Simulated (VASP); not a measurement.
A run of VASP 6.6.1 is set up as follows.

File INCAR:

```
PREC = Accurate
ENCUT = 500
EDIFF = 1E-7
ISMEAR = 0
SIGMA = 0.1
LREAL = False
LASPH = True
NELM = 120
ALGO = Normal
ISIF = 3
LWAVE = False
LCHARG = False
GGA = PS
IBRION = 2
NSW = 90
EDIFFG = -0.04
GGA_COMPAT = False
NELMIN = 4
```

File KPOINTS:

```
regular mesh
0
Gamma
  6 6 4
```

The input POSCAR:

```
Ga
1.0
    3.0990847592      0.0000000000      0.0000000000
   -1.5495423796      2.6838861299      0.0000000000
    0.0000000000      0.0000000000      5.0299786901
Ga
2
Direct
    0.3333333333      0.6666666667      0.2500000000
    0.6666666667      0.3333333333      0.7500000000
```

Potentials or basis: VASP PAW PBE potentials, release 64 (Ga_d).

Run with:

```console
$ cat potpaw_PBE.64/Ga_d/POTCAR > POTCAR
$ mpirun -np 1 vasp_std > vasp.out
```

Estimate the space group after relaxing (to 0.05 Å).

P6_3/mmc (No. 194).

Estimate the band gap on the k mesh.

zero (band 13 reaches 9.87 eV, above the bottom of band 14 at 2.66 eV).

Final structure:
```xyz
2
Lattice="2.9056 0.0000 0.0000 -1.4528 2.5163 0.0000 0.0000 0.0000 4.8618" Properties=species:S:1:pos:R:3 pbc="T T T"
Ga    0.0000    1.6776    1.2154
Ga    1.4528    0.8388    3.6463
```

Caveat: the k points lie up to 0.42 Å⁻¹ apart in the final cell.
